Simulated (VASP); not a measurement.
A run of VASP 6.6.1 is set up as follows.

File INCAR:

```
PREC = Accurate
ENCUT = 600
EDIFF = 1E-6
ISMEAR = 0
SIGMA = 0.02
LREAL = F
LASPH = T
NELM = 80
ALGO = Normal
ISIF = 3
LWAVE = F
LCHARG = F
GGA = PE
IBRION = 2
NSW = 100
EDIFFG = -0.01
```

Contents of KPOINTS:

```
Automatic mesh
0
Gamma
  12 12 4
```

POSCAR

```
Al2NF3
1.0
    3.0725782461      0.0000000000      0.0000000000
   -1.5362891230      2.6609308162      0.0000000000
    0.0000000000      0.0000000000      6.7674529557
Al N F
2 1 3
Direct
    0.3333333333      0.6666666667      0.3250249461
    0.6666666667      0.3333333333      0.6749750539
    0.0000000000      0.0000000000      0.5000000000
    0.3333333333      0.6666666667      0.7726696926
    0.6666666667      0.3333333333      0.2273303074
    0.0000000000      0.0000000000      0.0000000000
```

Potentials or basis: VASP PAW PBE potentials, release 64 (Al, N, F).

Command:

```console
$ cat potpaw_PBE.64/Al/POTCAR potpaw_PBE.64/N/POTCAR potpaw_PBE.64/F/POTCAR > POTCAR
$ mpirun -np 1 vasp_std > vasp.out
```

(1) What does it give for the relaxed cell?

(2) Estimate the space group after relaxing (to 0.05 Å).

Results:

(1) a = 3.073 Å, b = 3.073 Å, c = 6.747 Å, α = 90.00°, β = 90.00°, γ = 120.00°.

(2) P-3m1 (No. 164).
